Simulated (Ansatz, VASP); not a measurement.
**LiB3Pt in VASP and in Ansatz**

File INCAR:

```
SYSTEM = LiB3Pt
PREC     = Accurate       ! precision mode
ENCUT    = 600            ! plane-wave cutoff, eV
EDIFF    = 1E-7           ! SCF threshold, eV
ISMEAR   = 0              ! smearing method
SIGMA    = 0.1            ! smearing width, eV
LREAL    = .FALSE.        ! projectors in reciprocal space
LASPH    = .TRUE.         ! aspherical terms in the spheres
NELM     = 80             ! most SCF steps
ALGO     = Normal         ! electronic algorithm
ISIF     = 3              ! what is computed and relaxed
LWAVE    = .FALSE.        ! write WAVECAR
LCHARG   = .FALSE.        ! write CHGCAR
GGA      = PE             ! functional
IBRION   = 2              ! ionic algorithm
NSW      = 100            ! ionic steps
EDIFFG   = -0.01          ! ionic threshold
```

KPOINTS

```
regular mesh
0
G
  10 10 10
  0 0 0
```

POSCAR

```
LiB3Pt
1.0
    4.1410249804      0.0000000000      0.0000000000
    0.0000000000      4.1410249804      0.0000000000
    0.0000000000      0.0000000000      4.1410249804
Li B Pt
1 3 1
Direct
    0.5000000000      0.5000000000      0.5000000000
    0.5000000000      0.0000000000      0.0000000000
    0.0000000000      0.5000000000      0.0000000000
    0.0000000000      0.0000000000      0.5000000000
    0.0000000000      0.0000000000      0.0000000000
```

Input for Ansatz:

```yaml
crystal:
  lattice:
    - [4.1410249804, 0.0, 0.0]
    - [0.0, 4.1410249804, 0.0]
    - [0.0, 0.0, 4.1410249804]
  atoms:
    - { symbol: Li, position: [0.5, 0.5, 0.5] }
    - { symbol: B, position: [0.5, 0.0, 0.0] }
    - { symbol: B, position: [0.0, 0.5, 0.0] }
    - { symbol: B, position: [0.0, 0.0, 0.5] }
    - { symbol: Pt, position: [0.0, 0.0, 0.0] }
basis:
  ecutwfc: 420
kpoints:
  mp_grid: { grid: [10, 10, 10] }
hamiltonian:
  xc: pbe
scf:
  occupations: { method: gaussian, width: 0.1 }
output:
  forces: true
  stress: true
  eigenvalues: true
  write_density: true
  write_potential: true
  elf: true
  volumetric_format: npy
relax:
  adjacent_minimum: "off"
  f_tol: 0.01
  max_steps: 80
  cell: { stress_tol: 0.05 }
```

Change from the starting cell: species swapped into the Gd3TlC type (Pm-3m, No. 221).

Alike in both runs: task relaxation of cell and atoms; functional PBE; k mesh 10 × 10 × 10; occupations gaussian, width 0.1 eV; no spin polarisation.

|  | VASP | Ansatz |
| --- | --- | --- |
| version | VASP 6.6.1 | Ansatz 0.2.0 |
| potentials or method | VASP PAW PBE potentials, release 64 (Li_sv, B, Pt), cutoff 600 eV | scalar-relativistic, plane waves, PAW |
| valence electrons in the cell | 22 | 30 |

Ansatz gave:

* gap on the k mesh at the Fermi level, each at its own relaxed structure (eV): none
* relaxed volume (Å³/atom): 14.20
* relaxed cell length with the largest relative difference (Å): 4.141

**Question.** Estimate VASP's values.

**Answer.** gap on the k mesh at the Fermi level, each at its own relaxed structure (eV): none; relaxed volume (Å³/atom): 14.17; relaxed cell length with the largest relative difference (Å): 4.138.

A gap of «none» marks a metal or a gap that the smearing closes. VASP's potentials hold 22 valence electrons a cell and Ansatz's 30, so a difference there can come from the potentials and not from the codes.

Neither program's run includes spin-orbit coupling. Noted on VASP's run: the cutoff is short for stress, so the pressure is rough.
